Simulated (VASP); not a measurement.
# CdTe (F-43m) in VASP: notebook

Aim: see how the results for CdTe move with the level of theory and the settings. Levels: PBE, HSE06, PBE0. Tasks: single point.

Program: VASP 6.6.1. These are calculated values, not measurements. Logs are shortened: lines on timing, memory, paths and dates and some standing lists are left out, and cuts for length are marked.

## 1. The cell of the first run

The structure is cubic, space group F-43m (No. 216). Conventional cell: a = 6.560 Å, b = 6.560 Å, c = 6.560 Å, α = 90.00°, β = 90.00°, γ = 90.00°. Cd (site symmetry -43m) has 4 Te at 2.84 Å within 3.7 Å. Within 3.7 Å of Te (site symmetry -43m) lie 4 Cd at 2.84 Å.

## 2. Single point, PBE

Input file INCAR:

```
  PREC = Accurate
  ENCUT = 520
  EDIFF = 1E-6
  ISMEAR = 0
  SIGMA = 0.01
  LREAL = False
  LASPH = True
  NELM = 80
  ALGO = Normal
  ISIF = 2
  LWAVE = False
  LCHARG = False
  GGA = PE
  NBANDS = 16
```

Input file KPOINTS:

```
Automatic mesh
0
Gamma
  8 8 8
```

Input file POSCAR:

```
CdTe
1.0
    0.0000000000      3.2799400819      3.2799400819
    3.2799400819      0.0000000000      3.2799400819
    3.2799400819      3.2799400819      0.0000000000
Cd Te
1 1
Direct
    0.0000000000      0.0000000000      0.0000000000
    0.2500000000      0.2500000000      0.2500000000
```

Potentials or basis: VASP PAW PBE potentials, release 64 (Cd, Te).

Command:

```sh
$ cat potpaw_PBE.64/Cd/POTCAR potpaw_PBE.64/Te/POTCAR > POTCAR
$ mpirun -np 1 vasp_std > vasp.out
```

OUTCAR:

```text
PREC = Accurate
   ENCUT = 520
   EDIFF = 1E-6
   ISMEAR = 0
   LREAL = False
   LASPH = True
   NELM = 80
   ISIF = 2
   GGA = PE

 ion  position               nearest neighbor table
   1  0.000  0.000  0.000-   2 2.84   2 2.84   2 2.84   2 2.84
   2  0.250  0.250  0.250-   1 2.84   1 2.84   1 2.84   1 2.84

  LATTYP: Found a face centered cubic cell.
 ALAT       =     6.5598801638

  Lattice vectors:

 A1 = (   0.0000000000,   3.2799400819,   3.2799400819)
 A2 = (   3.2799400819,   0.0000000000,   3.2799400819)
 A3 = (   3.2799400819,   3.2799400819,   0.0000000000)

Analysis of symmetry for initial positions (statically):
=====================================================================
 Subroutine PRICEL returns:
 Original cell was already a primitive cell.

 Routine SETGRP: Setting up the symmetry group for a
 face centered cubic supercell.

 Subroutine GETGRP returns: Found 24 space group operations
 (whereof 24 operations were pure point group operations)
 out of a pool of 48 trial point group operations.

The static configuration has the point symmetry T_d .

Analysis of symmetry for dynamics (positions and initial velocities):
=====================================================================
 Subroutine PRICEL returns:
 Original cell was already a primitive cell.

 Routine SETGRP: Setting up the symmetry group for a
 face centered cubic supercell.

 Subroutine GETGRP returns: Found 24 space group operations
 (whereof 24 operations were pure point group operations)
 out of a pool of 48 trial point group operations.

The dynamic configuration has the point symmetry T_d .

 Subroutine INISYM returns: Found 24 space group operations
 (whereof 24 operations are pure point group operations),
 and found     1 'primitive' translations

----------------------------------------------------------------------------------------

                                     Primitive cell

  volume of cell :      70.5712

  direct lattice vectors                    reciprocal lattice vectors
     0.000000000  3.279940082  3.279940082    -0.152441809  0.152441809  0.152441809
     3.279940082  0.000000000  3.279940082     0.152441809 -0.152441809  0.152441809
     3.279940082  3.279940082  0.000000000     0.152441809  0.152441809 -0.152441809

  length of vectors
     4.638535748  4.638535748  4.638535748     0.264036959  0.264036959  0.264036959

[... 78 lines left out ...]
   ENCUT  =  520.0 eV  38.22 Ry    6.18 a.u.   8.62  8.62  8.62*2*pi/ulx,y,z
   NELM   =     80;   NELMIN=  2; NELMDL= -5     # of ELM steps
   EDIFF  = 0.1E-05   stopping-criterion for ELM
   LREAL  =      F    real-space projection
   EDIFFG = 0.1E-04   stopping-criterion for IOM
   NSW    =      0    number of steps for IOM
   IBRION =     -1    ionic relax: 0-MD 1-quasi-New 2-CG
   NFREE  =      0    steps in history (QN), initial steepest desc. (CG)
   ISIF   =      2    stress and relaxation
   ISYM   =      2    0-nonsym 1-usesym 2-fastsym
   POTIM  = 0.5000    time-step for ionic-motion
   TEBEG  =    0.0;   TEEND  =   0.0 temperature during run
   PSTRESS=    0.0 pullay stress
   NELECT =      18.0000    total number of electrons
   NUPDOWN=      -1.0000    fix difference up-down
   EMIN   =  10.00;   EMAX   =-10.00  energy-range for DOS
   EFERMI =   0.00;   METHOD = LEGACY
   ISMEAR =     0;   SIGMA  =   0.01  broadening in eV -4-tet -1-fermi 0-gaus
   EFERMI_NEDOS =   21; number of points for ismear=-14 and -15
   IALGO  =     38    algorithm
   IMIX   =      4    mixing-type and parameters
     AMIX     =   0.40;   BMIX     =  1.00
     AMIX_MAG =   1.60;   BMIX_MAG =  1.00
  volume/ion in A,a.u.               =      35.29       238.12
  Fermi-wavevector in a.u.,A,eV,Ry     =   1.038221  1.961953 14.665755  1.077903
  Thomas-Fermi vector in A             =   2.172695
   LORBIT       =      0    0 simple, 1 ext, 2 COOP (PROOUT), +10 PAW based schemes
   GGA     = PE    functional components
   LHFCALC =     F    Hartree Fock is set to
   AEXX    =    0.0000 exact exchange contribution
   IVDW    =     0    specifies the selected vdW correction
   LEPSILON=     F    determine dielectric tensor
   LRPA    =     F    only Hartree local field effects (RPA)
 non-spin polarized calculation
 Gauss-broadening in eV      SIGMA  =   0.01
  energy-cutoff  :      520.00
  volume of cell :       70.57
 maximum number of plane-waves:      1924
 NGX is ok and might be reduce to    36
   NGX = 17   NGY = 17   NGZ = 17

 number of electron      18.0000006 magnetization

 Free energy of the ion-electron system (eV)
  ---------------------------------------------------
  ext. energy  EPLUGINS =         0.00000000
  ---------------------------------------------------
  free energy    TOTEN  =        -4.80495455 eV

  energy without entropy =       -4.80495455  energy(sigma->0) =       -4.80495455

 E-fermi :   2.1333     XC(G=0):  -8.4248

 val. band max:        2.0234906928   @ k =   0.0000   0.0000   0.0000
 cond. band min:       2.6853316729   @ k =   0.0000   0.0000   0.0000
 fundamental gap:      0.6618409801
 Fermi energy:         2.1332916191

 k-point     1 :       0.0000    0.0000    0.0000
  band No.  band energies     occupation
      1      -8.9487      2.00000
      2      -6.1434      2.00000
      3      -6.1434      2.00000
      4      -6.1434      2.00000
      5      -5.9088      2.00000
      6      -5.9088      2.00000
[... 433 lines left out ...]
      3      -6.0527      2.00000
      4      -5.9222      2.00000
      5      -5.9036      2.00000
      6      -5.4986      2.00000
[... 8 lines left out ...]
     15      12.0835      0.00000
     16      12.5424      0.00000

 [... further k-points ...]

------------------------ aborting loop because EDIFF is reached ----------------------------------------

  FORCE on cell =-STRESS in cart. coord.  units (eV):
  Direction    XX          YY          ZZ          XY          YZ          ZX
  --------------------------------------------------------------------------------------
  -------------------------------------------------------------------------------------
  Total        0.4939110      0.4939110      0.4939110     -0.0000000      0.0000000      0.0000000
  in kB       11.2132504     11.2132504     11.2132504     -0.0000000      0.0000000      0.0000000
  external PRESSURE =      11.2132504 kB  Pullay stress =       0.0000000 kB

 VOLUME and BASIS-vectors are now :
 -----------------------------------------------------------------------------
  energy-cutoff  :      520.00
  volume of cell :       70.57
      direct lattice vectors                 reciprocal lattice vectors
     0.000000000  3.279940082  3.279940082    -0.152441809  0.152441809  0.152441809
     3.279940082  0.000000000  3.279940082     0.152441809 -0.152441809  0.152441809
     3.279940082  3.279940082  0.000000000     0.152441809  0.152441809 -0.152441809

 POSITION                                       TOTAL-FORCE (eV/Angst)
 -----------------------------------------------------------------------------------
      0.00000      0.00000      0.00000        -0.000000     -0.000000     -0.000000
      1.63997      1.63997      1.63997         0.000000      0.000000      0.000000
 -----------------------------------------------------------------------------------
    total drift:                               -0.000000     -0.000000     -0.000000

  FREE ENERGIE OF THE ION-ELECTRON SYSTEM (eV)
  ---------------------------------------------------
  free  energy   TOTEN  =        -4.8049545509 eV

  energy  without entropy=       -4.8049545509  energy(sigma->0) =       -4.80495455
```

OSZICAR:

```text
N       E                     dE             d eps       ncg     rms          rms(c)
DAV:   1     0.995742209251E+02    0.99574E+02   -0.82179E+03   928   0.963E+02
DAV:   2    -0.141886884085E+01   -0.10099E+03   -0.96315E+02  1152   0.235E+02
DAV:   3    -0.500217320084E+01   -0.35833E+01   -0.35785E+01  1096   0.458E+01
DAV:   4    -0.503663598032E+01   -0.34463E-01   -0.34462E-01  1440   0.395E+00
DAV:   5    -0.503671351574E+01   -0.77535E-04   -0.77535E-04  1144   0.179E-01    0.521E+00
DAV:   6    -0.481871384638E+01    0.21800E+00   -0.37462E-01  1112   0.712E+00    0.432E+00
DAV:   7    -0.480359086821E+01    0.15123E-01   -0.10400E-01  1120   0.206E+00    0.168E+00
DAV:   8    -0.480452398811E+01   -0.93312E-03   -0.10167E-02  1000   0.114E+00    0.452E-01
DAV:   9    -0.480485856622E+01   -0.33458E-03   -0.96072E-04  1144   0.317E-01    0.999E-02
DAV:  10    -0.480491439698E+01   -0.55831E-04   -0.10849E-04  1120   0.101E-01    0.547E-02
DAV:  11    -0.480495551576E+01   -0.41119E-04   -0.82104E-05  1064   0.557E-02    0.380E-02
DAV:  12    -0.480495455088E+01    0.96488E-06   -0.32781E-06  1120   0.137E-02
   1 F= -.48049546E+01 E0= -.48049546E+01  d E =-.144401E-56
```

stdout:

```text
POSCAR found type information on POSCAR CdTe
 POSCAR found :  2 types and       2 ions
 scaLAPACK will be used
 LDA part: xc-table for (Slater+PW92), standard interpolation
 POSCAR, INCAR and KPOINTS ok, starting setup
 FFT: planning ... GRIDC
 FFT: planning ... GRID_SOFT
 FFT: planning ... GRID
 WAVECAR not read
 entering main loop
```

It took 26 s on 1 thread of AMD EPYC 7R13 (Zen 3), shared host; peak memory 0.18 GiB.

Results:

| Quantity | Value |
| --- | --- |
| Free energy | -4.8050 eV |
| Pressure | 1.1 GPa |
| Band gap on the k mesh | 0.66 eV |

Levels at points of the mesh, in eV from the valence-band top:
```csv
k point,band 7,band 8,band 9,band 10,band 11,band 12
"(0.00, 0.00, 0.00)",0.00,0.00,0.00,0.66,4.63,4.63
"(0.50, 0.00, 0.00)",-4.22,-0.72,-0.72,1.78,5.20,5.20
"(0.50, 0.50, 0.00)",-4.13,-1.74,-1.74,2.67,2.69,8.65
```

Caveat: semilocal functionals underestimate gaps, and a narrow one can read as zero; spin-orbit coupling is left out, which moves the levels of the heavy elements.

## 3. Single point, HSE06

POSCAR is that of step 2.

Input file INCAR.step1:

```
  ALGO = Normal
  EDIFF = 1E-5
  ENCUT = 520
  GGA = PE
  ISIF = 2
  ISMEAR = 0
  LASPH = True
  LCHARG = False
  LREAL = False
  LWAVE = True
  NBANDS = 16
  NELM = 80
  PREC = Accurate
  SIGMA = 0.01
```

Input file INCAR.step2:

```
  ALGO = Normal
  EDIFF = 1E-7
  ENCUT = 520
  GGA = PE
  HFSCREEN = 0.2079
  ISIF = 2
  ISMEAR = 0
  ISTART = 1
  LASPH = True
  LCHARG = False
  LHFCALC = True
  LREAL = False
  LWAVE = False
  NBANDS = 16
  NELM = 80
  PREC = Accurate
  PRECFOCK = Normal
  SIGMA = 0.01
```

Input file KPOINTS:

```
k-points
0
Gamma
  4 4 4
```

Potentials or basis: VASP PAW PBE potentials, release 64 (Cd, Te).

Command:

```sh
$ cat potpaw_PBE.64/Cd/POTCAR potpaw_PBE.64/Te/POTCAR > POTCAR
$ cp INCAR.step1 INCAR
$ mpirun -np 1 vasp_std > vasp.out
$ cp INCAR.step2 INCAR
$ mpirun -np 1 vasp_std > vasp.out
```

Run time: 15 min. Hardware: 1 thread of AMD EPYC 7R13 (Zen 3), shared host; peak memory 0.29 GiB.

It converged, with:

| Property | Result |
| --- | --- |
| Free energy | -5.9942 eV |
| Pressure | 0.2 GPa |
| Band gap on the k mesh | 1.44 eV |

Levels at points of the mesh, in eV from the valence-band top:
| k point | band 6 | band 7 | band 8 | band 9 | band 10 | band 11 | band 12 | band 13 |
| --- | --- | --- | --- | --- | --- | --- | --- | --- |
| (0.00, 0.00, 0.00) | -9.26 | 0.00 | 0.00 | 0.00 | 1.44 | 5.49 | 5.49 | 5.49 |
| (0.50, 0.00, 0.00) | -8.84 | -4.52 | -0.77 | -0.77 | 2.58 | 6.06 | 6.06 | 7.94 |
| (0.50, 0.50, 0.00) | -8.66 | -4.41 | -1.87 | -1.87 | 3.35 | 3.47 | 9.77 | 10.17 |

Caveat: the PAW data sets were made with another functional, which shifts forces and pressure a little; spin-orbit coupling is left out, which moves the levels of the heavy elements.

## 4. Single point, PBE0

POSCAR is that of step 3.

Input file INCAR.step1:

```
  PREC = Accurate
  ENCUT = 520
  EDIFF = 1E-5
  ISMEAR = 0
  SIGMA = 0.01
  LREAL = F
  LASPH = T
  NELM = 100
  ALGO = Normal
  ISIF = 2
  LWAVE = T
  LCHARG = F
  NBANDS = 16
  GGA = PE
```

Input file INCAR.step2:

```
  PREC = Accurate
  ENCUT = 520
  EDIFF = 1E-6
  ISMEAR = 0
  SIGMA = 0.01
  LREAL = F
  LASPH = T
  NELM = 100
  ALGO = Normal
  ISIF = 2
  LWAVE = F
  LCHARG = F
  GGA = PE
  LHFCALC = T
  AEXX = 0.25
  PRECFOCK = Normal
  NBANDS = 16
  ISTART = 1
```

Input file KPOINTS:

```
regular mesh
0
Gamma
  4 4 4
```

Potentials or basis: VASP PAW PBE potentials, release 64 (Cd, Te).

Command:

```sh
$ cat potpaw_PBE.64/Cd/POTCAR potpaw_PBE.64/Te/POTCAR > POTCAR
$ cp INCAR.step1 INCAR
$ mpirun -np 1 vasp_std > vasp.out
$ cp INCAR.step2 INCAR
$ mpirun -np 1 vasp_std > vasp.out
```

OUTCAR:

```text
PREC = Accurate
   ENCUT = 520
   EDIFF = 1E-6
   ISMEAR = 0
   LREAL = F
   LASPH = T
   NELM = 100
   ISIF = 2
   GGA = PE
   LHFCALC = T
   AEXX = 0.25
   PRECFOCK = Normal
   ISTART = 1

 ion  position               nearest neighbor table
   1  0.000  0.000  0.000-   2 2.84   2 2.84   2 2.84   2 2.84
   2  0.250  0.250  0.250-   1 2.84   1 2.84   1 2.84   1 2.84

  LATTYP: Found a face centered cubic cell.
 ALAT       =     6.5598801638

[... 329 lines left out ...]
     16      14.1413      0.00000

------------------------ aborting loop because EDIFF is reached ----------------------------------------

  FORCE on cell =-STRESS in cart. coord.  units (eV):
  Direction    XX          YY          ZZ          XY          YZ          ZX
  --------------------------------------------------------------------------------------
  -------------------------------------------------------------------------------------
  Total        0.0061386      0.0061386      0.0061386      0.0000000     -0.0000000      0.0000000
  in kB        0.1393644      0.1393644      0.1393644      0.0000000     -0.0000000      0.0000000
  external PRESSURE =       0.1393644 kB  Pullay stress =       0.0000000 kB

 VOLUME and BASIS-vectors are now :
 -----------------------------------------------------------------------------
  energy-cutoff  :      520.00
  volume of cell :       70.57
      direct lattice vectors                 reciprocal lattice vectors
     0.000000000  3.279940082  3.279940082    -0.152441809  0.152441809  0.152441809
     3.279940082  0.000000000  3.279940082     0.152441809 -0.152441809  0.152441809
     3.279940082  3.279940082  0.000000000     0.152441809  0.152441809 -0.152441809

 POSITION                                       TOTAL-FORCE (eV/Angst)
 -----------------------------------------------------------------------------------
      0.00000      0.00000      0.00000        -0.000000      0.000000     -0.000000
      1.63997      1.63997      1.63997         0.000000      0.000000      0.000000
 -----------------------------------------------------------------------------------
    total drift:                                0.000010      0.000011      0.000005

  FREE ENERGIE OF THE ION-ELECTRON SYSTEM (eV)
  ---------------------------------------------------
  free  energy   TOTEN  =        -6.5640766193 eV

  energy  without entropy=       -6.5640766193  energy(sigma->0) =       -6.56407662
```

It took 8.8 min on 1 thread of AMD EPYC 7R13 (Zen 3), shared host; peak memory 0.19 GiB.

Results:

- Free energy: -6.5641 eV
- Pressure: 0.0 GPa
- Band gap on the k mesh: 2.12 eV

Caveat: the PAW data sets were made with another functional, which shifts forces and pressure a little; spin-orbit coupling is left out, which moves the levels of the heavy elements.

## 5. The runs side by side

| level | k mesh | grid for exact exchange (PRECFOCK) | share of exact exchange | screening parameter | gap on the mesh (eV) | pressure (GPa) |
| --- | --- | --- | --- | --- | --- | --- |
| PBE | 8 × 8 × 8 | - | - | - | 0.66 | 1.1 |
| HSE06 | 4 × 4 × 4 | Normal | 0.25 | 0.2079 1/Å | 1.44 | 0.2 |
| PBE0 | 4 × 4 × 4 | Normal | 0.25 | - | 2.12 | 0.0 |

Alike in all rows: task single point; potentials or basis VASP PAW PBE potentials, release 64 (Cd, Te); no spin polarisation; cell as given; cutoff (eV) 520; smearing gaussian 0.01 eV.

On the cell as given the gap runs from 0.66 eV (PBE) to 2.12 eV (PBE0); the meshes differ, which moves gaps too. The pressure there spans 0.0 GPa (PBE0) to 1.1 GPa (PBE); a positive pressure means that this level wants a larger cell, a negative one a smaller.

Caveats: spin-orbit coupling is left out, which moves the levels of the heavy elements; the PAW data sets were made with another functional, which shifts forces and pressure a little (at least some runs); semilocal functionals underestimate gaps, and a narrow one can read as zero (at least some runs).

Absolute energies hang on the potentials; compare differences alone.
